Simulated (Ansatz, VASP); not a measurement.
## Two plane-wave programs on BP

```
CELL_PARAMETERS angstrom
0.00000 2.26900 2.26900
2.26900 0.00000 2.26900
2.26900 2.26900 0.00000
ATOMIC_POSITIONS crystal
B 0.00000 0.00000 0.00000
P 0.75000 0.75000 0.75000
```

Alike in both runs: task single point; functional PBEsol; dispersion D3(BJ); k mesh 8 × 8 × 8; occupations gaussian, width 0.05 eV; no spin polarisation.

|  | VASP | Ansatz |
| --- | --- | --- |
| version | VASP 6.6.1 | Ansatz 0.2.0 |
| potentials or method | VASP PAW PBE potentials, release 64 (B, P), cutoff 520 eV | scalar-relativistic, plane waves, PAW |
| valence electrons in the cell | 8 | 8 |

```csv
,VASP,Ansatz,Ansatz less VASP
gap on the k mesh at the Fermi level (eV),1.16,1.17,+0.004
least direct gap on the mesh (eV),3.36,3.36,+0.006
pressure (GPa),-5.3,-5.4,-0.10
```

VASP's potentials were made for PBE, not for PBEsol.
